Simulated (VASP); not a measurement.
# Ba (C2/m) in VASP: single point with PBEsol

Aim: the single point of Ba with PBEsol.

All numbers are computed with VASP 6.6.1; they aren't measurements. Logs are shortened: lines on timing, memory, paths and dates and some standing lists are left out, and cuts for length are marked.

## 1. The cell of the first run

Symmetry: C2/m, No. 12, monoclinic system. Conventional cell: a = 7.976 Å, b = 4.615 Å, c = 11.451 Å, α = 90.00°, β = 102.44°, γ = 90.00°. Ba (site symmetry 2/m) has 12 Ba at 4.36 to 4.61 Å within 5.7 Å. Within 5.7 Å of Ba (site symmetry m) lie 12 Ba at 4.36 to 4.90 Å.

## 2. Single point, PBEsol (Sr replaced by Ba, lengths x 1.062, strained)

File INCAR:

```
SYSTEM = Ba
PREC = Accurate ; ENCUT = 520
EDIFF = 1E-6 ; ISMEAR = 0
SIGMA = 0.1 ; LREAL = .False.
LASPH = .True. ; NELM = 80
ALGO = Normal ; ISIF = 2
LWAVE = .False. ; LCHARG = .True.
GGA = PS ; LELF = .True.
LVHAR = .True. ; NBANDS = 22
```

File KPOINTS:

```
regular mesh
0
Gamma
  10 10 4
  0 0 0
```

File POSCAR:

```
Ba
1.0
    3.9878757423     -2.3073235184      0.0397412527
    3.9878757423      2.3073235184      0.0397412527
   -2.5772732804      0.0000000000     11.1570397202
Ba
3
Direct
    0.0000000000      0.0000000000      0.5000000000
    0.2196265004      0.2196265004      0.1830276919
    0.7803734996      0.7803734996      0.8169723081
```

Potentials or basis: VASP PAW PBE potentials, release 64 (Ba_sv).

Run with:

```sh
$ cat potpaw_PBE.64/Ba_sv/POTCAR > POTCAR
$ mpirun -np 1 vasp_std > vasp.out
```

OUTCAR:

```text
SYSTEM = Ba
   PREC = Accurate
   ENCUT = 520
   EDIFF = 1E-6
   ISMEAR = 0
   LREAL = .False.
   LASPH = .True.
   NELM = 80
   ISIF = 2
   GGA = PS

 ion  position               nearest neighbor table
   1  0.000  0.000  0.500-   2 4.36   3 4.36   3 4.47   3 4.47   2 4.47   2 4.47
   2  0.220  0.220  0.183-   1 4.36   1 4.47   1 4.47
   3  0.780  0.780  0.817-   1 4.36   1 4.47   1 4.47

  LATTYP: Found a base centered monoclinic cell.
 ALAT       =     7.9761475170
 B/A-ratio  =     0.5785558789
 C/A-ratio  =     1.4356361792
 COS(beta)  =    -0.2153522238

  Lattice vectors:

 A1 = (   3.9878757423,  -2.3073235184,   0.0397412527)
 A2 = (   3.9878757423,   2.3073235184,   0.0397412527)
 A3 = (  -2.5772732804,   0.0000000000,  11.1570397202)

Analysis of symmetry for initial positions (statically):
=====================================================================
 Subroutine PRICEL returns:
 Original cell was already a primitive cell.

 Routine SETGRP: Setting up the symmetry group for a
 base centered monoclinic supercell.

 Subroutine GETGRP returns: Found  4 space group operations
 (whereof  4 operations were pure point group operations)
 out of a pool of  4 trial point group operations.

The static configuration has the point symmetry C_2h.

Analysis of symmetry for dynamics (positions and initial velocities):
=====================================================================
 Subroutine PRICEL returns:
 Original cell was already a primitive cell.

 Routine SETGRP: Setting up the symmetry group for a
 base centered monoclinic supercell.

 Subroutine GETGRP returns: Found  4 space group operations
 (whereof  4 operations were pure point group operations)
 out of a pool of  4 trial point group operations.

The dynamic configuration has the point symmetry C_2h.

 Subroutine INISYM returns: Found  4 space group operations
 (whereof  4 operations are pure point group operations),
 and found     1 'primitive' translations

----------------------------------------------------------------------------------------

                                     Primitive cell

  volume of cell :     205.7916

  direct lattice vectors                    reciprocal lattice vectors
     3.987875742 -2.307323518  0.039741253     0.125092069 -0.216701297  0.028896235
     3.987875742  2.307323518  0.039741253     0.125092069  0.216701297  0.028896235
    -2.577273280  0.000000000 11.157039720    -0.000891153  0.000000000  0.089423654

  length of vectors
[... 79 lines left out ...]
   LNONCOLLINEAR =      F non collinear calculations
   LSORBIT =      F    spin-orbit coupling
   LASPH  =      T    aspherical Exc in radial PAW
   ENCUT  =  520.0 eV  38.22 Ry    6.18 a.u.   8.57  8.57 21.29*2*pi/ulx,y,z
   NELM   =     80;   NELMIN=  2; NELMDL= -5     # of ELM steps
   EDIFF  = 0.1E-05   stopping-criterion for ELM
   LREAL  =      F    real-space projection
   EDIFFG = 0.1E-04   stopping-criterion for IOM
   NSW    =      0    number of steps for IOM
   IBRION =     -1    ionic relax: 0-MD 1-quasi-New 2-CG
   NFREE  =      0    steps in history (QN), initial steepest desc. (CG)
   ISIF   =      2    stress and relaxation
   ISYM   =      2    0-nonsym 1-usesym 2-fastsym
   POTIM  = 0.5000    time-step for ionic-motion
   TEBEG  =    0.0;   TEEND  =   0.0 temperature during run
   PSTRESS=    0.0 pullay stress
   NELECT =      30.0000    total number of electrons
   NUPDOWN=      -1.0000    fix difference up-down
   EMIN   =  10.00;   EMAX   =-10.00  energy-range for DOS
   EFERMI =   0.00;   METHOD = LEGACY
   ISMEAR =     0;   SIGMA  =   0.10  broadening in eV -4-tet -1-fermi 0-gaus
   EFERMI_NEDOS =   21; number of points for ismear=-14 and -15
   IALGO  =     38    algorithm
   IMIX   =      4    mixing-type and parameters
     AMIX     =   0.40;   BMIX     =  1.00
     AMIX_MAG =   1.60;   BMIX_MAG =  1.00
  volume/ion in A,a.u.               =      68.60       462.92
  Fermi-wavevector in a.u.,A,eV,Ry     =   0.861601  1.628189 10.100362  0.742356
  Thomas-Fermi vector in A             =   1.979278
   LORBIT       =      0    0 simple, 1 ext, 2 COOP (PROOUT), +10 PAW based schemes
   GGA     = PS    functional components
   LHFCALC =     F    Hartree Fock is set to
   AEXX    =    0.0000 exact exchange contribution
   IVDW    =     0    specifies the selected vdW correction
   LEPSILON=     F    determine dielectric tensor
   LRPA    =     F    only Hartree local field effects (RPA)
 non-spin polarized calculation
 Gauss-broadening in eV      SIGMA  =   0.10
  energy-cutoff  :      520.00
  volume of cell :      205.79
 maximum number of plane-waves:      5575
 NGX is ok and might be reduce to    36
   NGX = 17   NGY = 17   NGZ = 43

 number of electron      30.0000000 magnetization

 Free energy of the ion-electron system (eV)
  ---------------------------------------------------
  ext. energy  EPLUGINS =         0.00000000
  ---------------------------------------------------
  free energy    TOTEN  =        -6.24843720 eV

  energy without entropy =       -6.22371965  energy(sigma->0) =       -6.23607842

 E-fermi :   1.3175     XC(G=0):  -7.2267

 val. band max:        1.3155893770   @ k =  -0.4000   0.1000   0.5000
 cond. band min:       1.3197072296   @ k =  -0.1000   0.3000   0.2500
 fundamental gap:      0.0041178526
 Fermi energy:         1.3174838930

 k-point     1 :       0.0000    0.0000    0.0000
  band No.  band energies     occupation
      1     -27.7656      2.00000
      2     -27.7583      2.00000
      3     -27.5986      2.00000
      4     -13.0101      2.00000
      5     -12.9858      2.00000
      6     -12.7786      2.00000
[... 589 lines left out ...]
     21       2.7340      0.00000
     22       3.0523      0.00000

 [... further k-points ...]
[... 5 lines left out ...]
  --------------------------------------------------------------------------------------
  -------------------------------------------------------------------------------------
  Total       -1.2198058     -1.5495692     -1.0243678      0.0000000      0.0000000     -0.1253842
  in kB       -9.4967191    -12.0640703     -7.9751491      0.0000000      0.0000000     -0.9761709
  external PRESSURE =      -9.8453128 kB  Pullay stress =       0.0000000 kB

 VOLUME and BASIS-vectors are now :
 -----------------------------------------------------------------------------
  energy-cutoff  :      520.00
  volume of cell :      205.79
      direct lattice vectors                 reciprocal lattice vectors
     3.987875742 -2.307323518  0.039741253     0.125092069 -0.216701297  0.028896235
     3.987875742  2.307323518  0.039741253     0.125092069  0.216701297  0.028896235
    -2.577273280  0.000000000 11.157039720    -0.000891153  0.000000000  0.089423654

 POSITION                                       TOTAL-FORCE (eV/Angst)
 -----------------------------------------------------------------------------------
     -1.28864      0.00000      5.57852         0.000000      0.000000      0.000000
      1.27997      0.00000      2.05950         0.027087      0.000000     -0.246325
      4.11850      0.00000      9.17702        -0.027087      0.000000      0.246325
 -----------------------------------------------------------------------------------
    total drift:                                0.000000      0.000000     -0.000000

  FREE ENERGIE OF THE ION-ELECTRON SYSTEM (eV)
  ---------------------------------------------------
  free  energy   TOTEN  =        -6.2484372020 eV

  energy  without entropy=       -6.2237196461  energy(sigma->0) =       -6.23607842
```

OSZICAR:

```text
N       E                     dE             d eps       ncg     rms          rms(c)
DAV:   1     0.240229370803E+03    0.24023E+03   -0.11880E+04  5148   0.110E+03
DAV:   2     0.130443584111E+02   -0.22719E+03   -0.22210E+03  7118   0.224E+02
DAV:   3    -0.528650445382E+01   -0.18331E+02   -0.18092E+02  7288   0.691E+01
DAV:   4    -0.630553024654E+01   -0.10190E+01   -0.10152E+01  8022   0.135E+01
DAV:   5    -0.632151504457E+01   -0.15985E-01   -0.15975E-01  6664   0.178E+00    0.263E+00
DAV:   6    -0.625553497079E+01    0.65980E-01   -0.35046E-01  7484   0.223E+00    0.148E+00
DAV:   7    -0.624941819823E+01    0.61168E-02   -0.35414E-02  6622   0.847E-01    0.885E-01
DAV:   8    -0.624851027621E+01    0.90792E-03   -0.11451E-02  6828   0.675E-01    0.697E-02
DAV:   9    -0.624842246399E+01    0.87812E-04   -0.79618E-04  8190   0.126E-01    0.352E-02
DAV:  10    -0.624843156380E+01   -0.90998E-05   -0.15707E-04  6126   0.484E-02    0.119E-02
DAV:  11    -0.624843622438E+01   -0.46606E-05   -0.11816E-05  6810   0.148E-02    0.492E-03
DAV:  12    -0.624843724286E+01   -0.10185E-05   -0.82845E-07  4490   0.554E-03    0.105E-03
DAV:  13    -0.624843720197E+01    0.40894E-07   -0.16775E-07  3648   0.227E-03
   1 F= -.62484372E+01 E0= -.62360784E+01  d E =-.247176E-01
```

Run time: 7.9 min. Hardware: 1 thread of Intel Xeon Platinum 8375C at 2.90GHz (Ice Lake), shared host; peak memory 0.61 GiB.

What came out:

```
Free energy            : -6.2484 eV
Pressure               : -1.0 GPa
Largest force          : 0.248 eV/Å
Band gap on the k mesh : zero (bands 15 and 16 overlap by 0.11 eV)
```

Forces in eV/Å, atoms in the order of the input:
```
Ba   0.000  0.000  0.000
Ba   0.027  0.000 -0.246
Ba  -0.027  0.000  0.246
```

Caveat: the cell differs from its parent crystal (Sr replaced by Ba, lengths x 1.062, strained); the PAW data sets were made with another functional, which shifts forces and pressure a little; spin-orbit coupling is left out, which moves the levels of the heavy elements.
